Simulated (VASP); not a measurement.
Write the native input for VASP 6.6.1 that does the following.

```yaml
Task: single point
Functional: r2SCAN
Potentials_or_basis: VASP PAW PBE potentials, release 64 (Si, Ge_d)
Cutoff: 520 eV
k_mesh: 6 × 6 × 6
Occupations: gaussian, width 0.05 eV
Spin: no spin polarisation
Dipole_correction: no
Further_INCAR_settings: ALGO = Normal; EDIFF = 1e-06; NBANDS = 31
```

Si7Ge:

```xyz
8
Lattice="5.3313 0.0000 0.0000 0.0000 5.3313 0.0000 0.0000 0.0000 5.6047" Properties=species:S:1:pos:R:3 pbc="T T T"
Si    1.3458    1.3458    1.4148
Si    0.0000    2.6656    2.8023
Si    2.6656    2.6656    0.0000
Si    2.6656    0.0000    2.8023
Si    3.9855    1.3458    4.1899
Si    3.9855    3.9855    1.4148
Si    1.3458    3.9855    4.1899
Ge    0.0000    0.0000    0.0000
```

This cell differs from its parent crystal: strain -0.025 along x and y, +0.025 along z.

These files were run (other wordings do the same):

POSCAR

```
Si7Ge
1.0
    5.3312692196      0.0000000000      0.0000000000
    0.0000000000      5.3312692196      0.0000000000
    0.0000000000      0.0000000000      5.6046676412
Si Ge
7 1
Direct
    0.2524307582      0.2524307582      0.2524307582
    0.0000000000      0.5000000000      0.5000000000
    0.5000000000      0.5000000000      0.0000000000
    0.5000000000      0.0000000000      0.5000000000
    0.7475692418      0.2524307582      0.7475692418
    0.7475692418      0.7475692418      0.2524307582
    0.2524307582      0.7475692418      0.7475692418
    0.0000000000      0.0000000000      0.0000000000
```

INCAR.step1

```
SYSTEM = Si7Ge
PREC     = Accurate       ! precision mode
ENCUT    = 520            ! plane-wave cutoff, eV
ISMEAR   = 0              ! smearing method
SIGMA    = 0.05           ! smearing width, eV
LREAL    = .FALSE.        ! projectors in reciprocal space
LASPH    = .TRUE.         ! aspherical terms in the spheres
NELM     = 60             ! most SCF steps
NBANDS   = 31             ! bands
GGA      = PE             ! functional
ALGO     = Normal         ! electronic algorithm
EDIFF    = 1E-4           ! SCF threshold, eV
LWAVE    = .TRUE.         ! write WAVECAR
LCHARG   = .FALSE.        ! write CHGCAR
```

INCAR.step2

```
SYSTEM = Si7Ge
PREC     = Accurate       ! precision mode
ENCUT    = 520            ! plane-wave cutoff, eV
EDIFF    = 1E-6           ! SCF threshold, eV
ISMEAR   = 0              ! smearing method
SIGMA    = 0.05           ! smearing width, eV
LREAL    = .FALSE.        ! projectors in reciprocal space
LASPH    = .TRUE.         ! aspherical terms in the spheres
NELM     = 60             ! most SCF steps
ALGO     = Normal         ! electronic algorithm
ISIF     = 2              ! what is computed and relaxed
LWAVE    = .FALSE.        ! write WAVECAR
LCHARG   = .TRUE.         ! write CHGCAR
METAGGA  = R2SCAN         ! meta-GGA
LMIXTAU  = .TRUE.       
LELF     = .TRUE.         ! ELF
LVHAR    = .TRUE.       
NBANDS   = 31             ! bands
ISTART   = 1
```

KPOINTS

```
Automatic mesh
0
G
  6 6 6
  0 0 0
```

Potentials or basis: VASP PAW PBE potentials, release 64 (Si, Ge_d).

Command:

```sh
$ cat potpaw_PBE.64/Si/POTCAR potpaw_PBE.64/Ge_d/POTCAR > POTCAR
$ cp INCAR.step1 INCAR
$ mpirun -np 1 vasp_std > vasp.out
$ cp INCAR.step2 INCAR
$ mpirun -np 1 vasp_std > vasp.out
```

Results of the run:

```
Pressure               : 2.3 GPa
Largest force          : 0.027 eV/Å
Band gap on the k mesh : 0.36 eV
```

Caveat: the cell differs from its parent crystal (strain -0.025 along x and y, +0.025 along z); the stress differs along the axes, from -1 to 4 GPa; semilocal functionals underestimate gaps, and a narrow one can read as zero; the PAW data sets were made with another functional, which shifts forces and pressure a little.

It took 8.7 min on 1 thread of Intel Xeon 8259CL, with other jobs on the host, peak memory 0.37 GiB.
